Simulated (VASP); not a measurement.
**CdF2: single point with PBEsol**

CdF2:

```
Cd F
1.0
     0.00000    2.57473    2.57473
     2.57473    0.00000    2.57473
     2.57473    2.57473    0.00000
Cd F
1 2
Direct
  0.00000 0.00000 0.00000
  0.75000 0.75000 0.75000
  0.25000 0.25000 0.25000
```

* Program: VASP 6.6.1
* Task: single point
* Functional: PBEsol
* Potentials or basis: VASP PAW PBE potentials, release 64 (Cd, F)
* Cutoff: 520 eV
* k mesh: 9 × 9 × 9
* Occupations: fermi-dirac, width 0.05 eV
* Spin: no spin polarisation

| Item | Value |
| --- | --- |
| Pressure | 21.8 GPa |
| Band gap on the k mesh | 3.40 eV, indirect (least direct gap 3.65 eV) |

Levels at points of the mesh, in eV from the valence-band top:
| k point | band 10 | band 11 | band 12 | band 13 | band 14 | band 15 | band 16 | band 17 |
| --- | --- | --- | --- | --- | --- | --- | --- | --- |
| (0.00, 0.00, 0.00) | -1.38 | -0.25 | -0.25 | -0.25 | 3.40 | 13.10 | 13.10 | 13.10 |

It took 11 s on 1 thread of Intel(R) Xeon(R) 6975P-C (Granite Rapids) (shared host), peak memory 0.17 GiB.

Caveat: the PAW data sets were made with another functional, which shifts forces and pressure a little. A k mesh can miss the band edges.
